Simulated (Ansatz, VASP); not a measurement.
# WC: VASP and Ansatz over several settings

```
CELL_PARAMETERS angstrom
1.64035 -2.11804 0.00000
1.64035 2.11804 0.00000
0.00000 0.00000 4.30942
ATOMIC_POSITIONS crystal
W 0.50000 0.50000 0.50000
C 0.00000 0.00000 0.00000
```

Single points on this cell with VASP 6.6.1 and Ansatz 0.2.0. Each row is one pair of runs. Alike in all rows: spin: off; k mesh: 10 × 10 × 6; VASP's potentials, cutoff: VASP PAW PBE potentials, release 64 (W_sv, C), 520 eV; Ansatz's potentials, cutoff: Ansatz PAW, 420 eV.

| level | smearing | gap on the k mesh at the Fermi level (eV), VASP | gap on the k mesh at the Fermi level (eV), Ansatz |
| --- | --- | --- | --- |
| PBE | gaussian, width 0.017 eV | none | none |
| PBE | gaussian, width 0.018 eV | none | none |
| PBE | gaussian, width 0.022 eV | none | none |
| PBE | gaussian, width 0.023 eV | none | none |
| PBE | gaussian, width 0.024 eV | none | none |
| PBE | gaussian, width 0.012 eV | none | none |

A gap of «none» marks a metal or a gap that the smearing closes.

Spin-orbit coupling is off throughout.
